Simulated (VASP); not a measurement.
**TiO2: single point with r2SCAN**

The system is TiO2.

```
CELL_PARAMETERS angstrom
-4.35076 4.35076 1.88756
4.35076 -4.35076 1.88756
4.35076 4.35076 -1.88756
ATOMIC_POSITIONS crystal
Ti 0.29228 0.00286 0.29514
Ti 0.00286 0.70772 0.71057
Ti 0.99714 0.29228 0.28943
Ti 0.70772 0.99714 0.70486
O 0.49886 0.15078 0.64965
O 0.16166 0.84040 0.00206
O 0.15078 0.50114 0.65192
O 0.15960 0.16166 0.32126
O 0.84040 0.83834 0.67874
O 0.84922 0.49886 0.34808
O 0.83834 0.15960 0.99794
O 0.50114 0.84922 0.35035
```

| Property | Result |
| --- | --- |
| Program | VASP 6.6.1 |
| Task | single point |
| Functional | r2SCAN |
| Potentials or basis | VASP PAW PBE potentials, release 64 (Ti_sv, O) |
| Cutoff | 520 eV |
| k mesh | 8 × 8 × 8 |
| Occupations | gaussian, width 0.02 eV |
| Spin | no spin polarisation |
| Dipole correction | no |
| Further INCAR settings | ALGO = Normal; EDIFF = 1e-06; NBANDS = 60 |

- Pressure: -0.2 GPa
- Largest force: 0.170 eV/Å
- Band gap on the k mesh: 2.02 eV (least direct gap 2.73 eV)

Forces in eV/Å, atoms in the order of the input:
```
Ti   0.016 -0.169  0.000
Ti   0.169  0.016  0.000
Ti  -0.169 -0.016  0.000
Ti  -0.016  0.169  0.000
O   -0.009  0.017  0.000
O   -0.012 -0.042  0.000
O   -0.017 -0.009  0.000
O   -0.042  0.012  0.000
O    0.042 -0.012  0.000
O    0.017  0.009  0.000
O    0.012  0.042  0.000
O    0.009 -0.017  0.000
```

Stress tensor (GPa, compression positive):
```
-0.52  0.00  0.00
 0.00 -0.52  0.00
 0.00  0.00  0.41
```

Levels at points of the mesh, in eV from the valence-band top:
```
           k point  band 45  band 46  band 47  band 48  band 49  band 50  band 51  band 52
(0.00, 0.00, 0.00)    -1.01    -1.01    -1.00    -0.72     2.02     3.41     3.41     3.45
(0.50, 0.00, 0.00)    -0.84    -0.75    -0.71    -0.37     3.21     3.55     3.63     3.68
(0.50, 0.50, 0.00)    -1.23    -1.00    -0.98    -0.67     2.67     2.92     3.13     3.69
(0.50, 0.50, 0.50)    -1.30    -1.21    -1.21     0.00     3.26     3.26     3.30     3.49
```

Wall time 38 min on 4 MPI ranks on Oxide Virtual Turin-like Processor (shared host), peak memory 0.67 GiB a rank.

Caveat: the PAW data sets were made with another functional, which shifts forces and pressure a little. A k mesh can miss the band edges.
